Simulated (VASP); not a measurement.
Wanted: the native input for a VASP 6.6.1 run.

- Task: relaxation of cell and atoms
- Functional: PBEsol
- Potentials or basis: VASP PAW PBE potentials, release 64 (Y_sv)
- Cutoff: 500 eV
- k mesh: 12 × 12 × 8
- Occupations: gaussian, width 0.1 eV
- Spin: no spin polarisation
- Target pressure: 3 GPa
- Dipole correction: no
- Further INCAR settings: ALGO = Normal; EDIFF = 1e-07; IBRION = 2; EDIFFG = -0.008; NSW = 70; ISIF = 3

The structure of Y lies in POSCAR:

```
Y
1.0
    3.5638707126      0.0000000000      0.0000000000
   -1.7819353563      3.0864025730      0.0000000000
    0.0000000000      0.0000000000      5.5335190834
Y
2
Direct
    0.3333333333      0.6666666667      0.2500000000
    0.6666666667      0.3333333333      0.7500000000
```

One way to write it, as run:

INCAR

```
ALGO = Normal ; EDIFF = 1E-7
EDIFFG = -0.008 ; ENCUT = 500
GGA = PS ; GGA_COMPAT = F
IBRION = 2 ; ISIF = 3
ISMEAR = 0 ; LASPH = T
LCHARG = F ; LREAL = F
LWAVE = F ; NELM = 120
NELMIN = 4 ; NSW = 70
PREC = Accurate ; PSTRESS = 30.0
SIGMA = 0.1
```

KPOINTS

```
k-points
0
Gamma
  12 12 8
```

Potentials or basis: VASP PAW PBE potentials, release 64 (Y_sv).

Launch:

```sh
$ cat potpaw_PBE.64/Y_sv/POTCAR > POTCAR
$ mpirun -np 1 vasp_std > vasp.out
```

Results of the run:

```yaml
Relaxed_volume: 29.26 Å³/atom
Relaxed_cell: a = 3.516 Å, b = 3.516 Å, c = 5.465 Å, α = 90.00°, β = 90.00°, γ = 120.00°
Space_group_after_relaxing_to_0.1_Å: P6_3/mmc (No. 194)
Energy_change_on_relaxing_the_run_minimises_the_enthalpy: +14.8 meV/atom
Ionic_steps: 5
Pressure_after_relaxing: 3.0 GPa
Band_gap_on_the_k_mesh: zero (bands 11 and 12 overlap by 1.80 eV)
```

Caveat: the cell is relaxed towards a set pressure, so the run minimises the enthalpy, not the energy; the PAW data sets were made with another functional, which shifts forces and pressure a little.

Run time: 8.9 min on 1 thread of Oxide Virtual Turin-like Processor, with other jobs on the host, peak memory 0.22 GiB.
